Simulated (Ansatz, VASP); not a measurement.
## One calculation of ScAl2, two programs

Contents of POSCAR:

```
ScAl2
1.0
    0.0000000000      3.7394919679      3.7394919679
    3.7394919679      0.0000000000      3.7394919679
    3.7394919679      3.7394919679      0.0000000000
Sc Al
2 4
Direct
    0.5000000000      0.5000000000      0.5000000000
    0.7500000000      0.7500000000      0.7500000000
    0.1250000000      0.1250000000      0.1250000000
    0.6250000000      0.1250000000      0.1250000000
    0.1250000000      0.6250000000      0.1250000000
    0.1250000000      0.1250000000      0.6250000000
```

File INCAR.step1:

```
ALGO = Normal
EDIFF = 1E-4
ENCUT = 520
GGA = PE
ISMEAR = 0
LASPH = T
LCHARG = F
LREAL = F
LWAVE = T
NBANDS = 26
NELM = 80
PREC = Accurate
SIGMA = 0.1
```

File INCAR.step2:

```
ALGO = Normal
EDIFF = 1E-6
ENCUT = 520
ISIF = 2
ISMEAR = 0
ISTART = 1
LASPH = T
LCHARG = F
LMIXTAU = T
LREAL = F
LWAVE = F
METAGGA = R2SCAN
NBANDS = 26
NELM = 80
PREC = Accurate
SIGMA = 0.1
```

Contents of KPOINTS:

```
k-points
0
Gamma
  8 8 8
```

Input for Ansatz:

```yaml
crystal:
  lattice:
    - [0.0, 3.7394919679, 3.7394919679]
    - [3.7394919679, 0.0, 3.7394919679]
    - [3.7394919679, 3.7394919679, 0.0]
  atoms:
    - { symbol: Sc, position: [0.5, 0.5, 0.5] }
    - { symbol: Sc, position: [0.75, 0.75, 0.75] }
    - { symbol: Al, position: [0.125, 0.125, 0.125] }
    - { symbol: Al, position: [0.625, 0.125, 0.125] }
    - { symbol: Al, position: [0.125, 0.625, 0.125] }
    - { symbol: Al, position: [0.125, 0.125, 0.625] }
basis:
  ecutwfc: 500
kpoints:
  mp_grid: { grid: [8, 8, 8] }
hamiltonian:
  xc: r2scan
scf:
  occupations: { method: gaussian, width: 0.1 }
output:
  forces: true
  stress: true
  eigenvalues: true
```

Alike in both runs: task single point; functional r2SCAN; k mesh 8 × 8 × 8; occupations gaussian, width 0.1 eV; no spin polarisation.

|  | VASP | Ansatz |
| --- | --- | --- |
| version | VASP 6.6.1 | Ansatz 0.2.0 |
| potentials or method | VASP PAW PBE potentials, release 64 (Sc_sv, Al), cutoff 520 eV | scalar-relativistic, plane waves, PAW |
| valence electrons in the cell | 34 | 34 |

|  | VASP | Ansatz | Ansatz less VASP |
| --- | --- | --- | --- |
| gap on the k mesh at the Fermi level (eV) | none | none | - |
| pressure (GPa) | 3.1 | 3.1 | -0.01 |

VASP's potentials were made for PBE, not for r2SCAN. A gap of «none» marks a metal or a gap that the smearing closes.
